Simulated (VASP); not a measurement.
Wanted: the native input for a VASP 6.6.1 run.

| Property | Result |
| --- | --- |
| Task | single point |
| Functional | LDA |
| Potentials or basis | VASP PAW LDA potentials, release 64 (Mo_sv) |
| Cutoff | 520 eV |
| k mesh | 22 × 22 × 22 |
| Occupations | gaussian, width 0.15 eV |
| Spin | no spin polarisation |
| Dipole correction | no |
| Further INCAR settings | ALGO = Fast; EDIFF = 1e-06; NBANDS = 13 |

The structure of Mo lies in POSCAR:

```
Mo
1.0
    0.0000000000      1.7952512894      2.5384853232
    1.7952512894      0.0000000000      2.5384853232
    1.7952512894      1.7952512894      0.0000000000
Mo
1
Direct
    0.0000000000      0.0000000000      0.0000000000
```

This cell differs from its parent crystal: ratio of the length along z to the lengths across it x 1.414, volume and fractional coordinates fixed.

These files were run (other wordings do the same):

INCAR

```
ALGO = Fast
EDIFF = 1E-6
ENCUT = 520
ISIF = 2
ISMEAR = 0
LASPH = True
LCHARG = False
LREAL = False
LWAVE = False
NBANDS = 13
NELM = 80
PREC = Accurate
SIGMA = 0.15
```

KPOINTS

```
k-points
0
Gamma
  22 22 22
```

Potentials or basis: VASP PAW LDA potentials, release 64 (Mo_sv).

Command:

```bash
$ cat potpaw_LDA.64/Mo_sv/POTCAR > POTCAR
$ mpirun -np 1 vasp_std > vasp.out
```

It gave:

The pressure is -8.8 GPa and the band gap on the k mesh is zero (bands 7 and 8 overlap by 2.23 eV).

Caveat: the stress differs along the axes, from -29 to 1 GPa.

Run time: 2.9 min on 1 thread of Intel Xeon 8259CL, on a shared host, peak memory 0.27 GiB.
